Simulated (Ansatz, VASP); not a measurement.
# One calculation of BAs, two programs

The input INCAR:

```
SYSTEM = BAs
ALGO = Normal
EDIFF = 1E-8
ENCUT = 520
GGA = PE
ISIF = 2
ISMEAR = -1
LASPH = .TRUE.
LCHARG = .FALSE.
LEFG = .TRUE.
LREAL = .FALSE.
LWAVE = .FALSE.
NBANDS = 11
NELM = 80
PREC = Accurate
SIGMA = 0.05
```

The input KPOINTS:

```
k-points
0
G
  13 13 13
  0 0 0
```

POSCAR

```
BAs
1.0
    0.0000000000      2.3724693156      2.3724693156
    2.3724693156      0.0000000000      2.3724693156
    2.3724693156      2.3724693156      0.0000000000
B As
1 1
Direct
    0.0000000000      0.0000000000      0.0000000000
    0.7500000000      0.7500000000      0.7500000000
```

Input for Ansatz:

```yaml
crystal:
  lattice:
    - [0.0, 2.3724693156, 2.3724693156]
    - [2.3724693156, 0.0, 2.3724693156]
    - [2.3724693156, 2.3724693156, 0.0]
  atoms:
    - { symbol: B, position: [0.0, 0.0, 0.0] }
    - { symbol: As, position: [0.75, 0.75, 0.75] }
kpoints:
  mp_grid: { grid: [13, 13, 13] }
scf:
  occupations: { method: fermi_dirac, width: 0.05 }
hamiltonian:
  xc: pbe
  pseudopotentials: { kind: paw }
output:
  forces: true
  stress: true
  eigenvalues: true
  efg: { contact_densities: true }
```

Change from the starting cell: volume scaled by 0.98, PAW files.

Alike in both runs: task electric field gradients; functional PBE; k mesh 13 × 13 × 13; occupations fermi-dirac, width 0.05 eV; no spin polarisation.

```csv
,VASP,Ansatz
version,VASP 6.6.1,Ansatz 0.2.0
potentials or method,"VASP PAW PBE potentials, release 64 (B, As)","PAW with Ansatz's default frozen-core files, scalar-relativistic"
plane-wave cutoff (eV),520,420
valence electrons in the cell,8,18
```

|  | VASP | Ansatz | Ansatz less VASP |
| --- | --- | --- | --- |
| pressure (GPa) | 6.5 | 5.8 | -0.73 |

VASP's potentials hold 8 valence electrons a cell and Ansatz's 18, so a difference there can come from the potentials and not from the codes.
